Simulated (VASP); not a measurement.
Runs of VASP 6.6.1 on NaCl. The structure is that of space group Fm-3m (No. 225), or close to it. The cells are those of the table. 

```csv
task,level,cell,k mesh,grid for exact exchange (PRECFOCK),share of exact exchange,screening parameter,gap on the mesh (eV),pressure (GPa)
single point,PBE,"a = 4.122 Å, angles 60.0°, 2 atoms",4 × 4 × 4,-,-,-,(b),-1.4
single point,PBE,"a = 4.083 Å, angles 60.0°, 2 atoms",4 × 4 × 4,-,-,-,(a),-0.9
single point,HSE06,"a = 4.122 Å, angles 60.0°, 2 atoms",6 × 6 × 6,Normal,0.25,0.2079 1/Å,6.09,-1.9
single point,PBE,"a = 3.805 Å, angles 60.0°, 2 atoms",4 × 4 × 4,-,-,-,5.71,6.0
dielectric tensor,r2SCAN,"a = 3.845 Å, angles 60.0°, 2 atoms",6 × 6 × 6,-,-,-,6.42,-
```

Alike in all rows: potentials or basis VASP PAW PBE potentials, release 64 (Na_pv, Cl); no spin polarisation; cutoff (eV) 520; smearing gaussian 0.01 eV.

**Question.** Estimate the missing entries.

**Answer.** (a) 4.85; (b) 4.75.

Caveats: some runs use coarse meshes; the PAW data sets were made with another functional, which shifts forces and pressure a little (at least some runs).

